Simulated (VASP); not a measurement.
Write the native input for VASP 6.6.1 that does the following.

| Quantity | Value |
| --- | --- |
| Task | relaxation of cell and atoms |
| Functional | PBE |
| Potentials or basis | VASP PAW PBE potentials, release 64 (Nb_sv, Pd, Se) |
| Cutoff | 600 eV |
| k mesh | 3 × 3 × 2 |
| Occupations | gaussian, width 0.15 eV |
| Spin | no spin polarisation |
| Dipole correction | no |
| Further INCAR settings | ALGO = Normal; EDIFF = 1e-06; IBRION = 2; EDIFFG = -0.08; NSW = 36; ISIF = 3 |

The structure of Nb2PdSe4 lies in POSCAR:

```
Nb2PdSe4
1.0
    4.0350756300      0.0000000000      0.0000000000
    0.0000000000      4.0350756300      0.0000000000
    0.0000000000      0.0000000000      9.8811680400
Nb Pd Se
2 1 4
Direct
    0.5000000000      0.0000000000      0.7644950700
    0.0000000000      0.5000000000      0.2355049300
    0.5000000000      0.5000000000      0.5000000000
    0.5000000000      0.0000000000      0.3280061800
    0.0000000000      0.5000000000      0.6719938200
    0.5000000000      0.5000000000      0.0000000000
    0.0000000000      0.0000000000      0.0000000000
```

These files were run (other wordings do the same):

INCAR

```
SYSTEM = Nb2PdSe4
PREC = Accurate
ENCUT = 600
EDIFF = 1E-6
ISMEAR = 0
SIGMA = 0.15
LREAL = .False.
LASPH = .True.
NELM = 60
ALGO = Normal
ISIF = 3
LWAVE = .False.
LCHARG = .False.
GGA = PE
IBRION = 2
NSW = 36
EDIFFG = -0.08
```

KPOINTS

```
Automatic mesh
0
Gamma
  3 3 2
  0 0 0
```

Potentials or basis: VASP PAW PBE potentials, release 64 (Nb_sv, Pd, Se).

Launch:

```bash
$ cat potpaw_PBE.64/Nb_sv/POTCAR potpaw_PBE.64/Pd/POTCAR potpaw_PBE.64/Se/POTCAR > POTCAR
$ mpirun -np 1 vasp_std > vasp.out
```

It gave:

- Relaxed volume: 19.22 Å³/atom
- Relaxed cell: a = 4.084 Å, b = 4.084 Å, c = 8.068 Å, α = 90.00°, β = 90.00°, γ = 90.00°
- Space group after relaxing (to 0.05 Å): P-4m2 (No. 115)
- Energy gained by relaxing: 387.6 meV/atom
- Ionic steps: 11
- Pressure after relaxing: 0.4 GPa
- Largest force after relaxing: 0.071 eV/Å
- Band gap on the k mesh: zero (band 30 reaches 8.33 eV, above the bottom of band 31 at 7.92 eV)

Caveat: the k points lie up to 0.51 Å⁻¹ apart in the final cell; the volume moved by over 15 % at a fixed basis, so the end points are rough; the relaxation stopped at a loose force limit of 0.08 eV/Å, so its end isn't a converged minimum.

Wall time 5.2 min on 1 thread of Intel(R) Xeon(R) Platinum 8375C CPU @ 2.90GHz (Ice Lake), with other jobs on the host, peak memory 0.31 GiB.
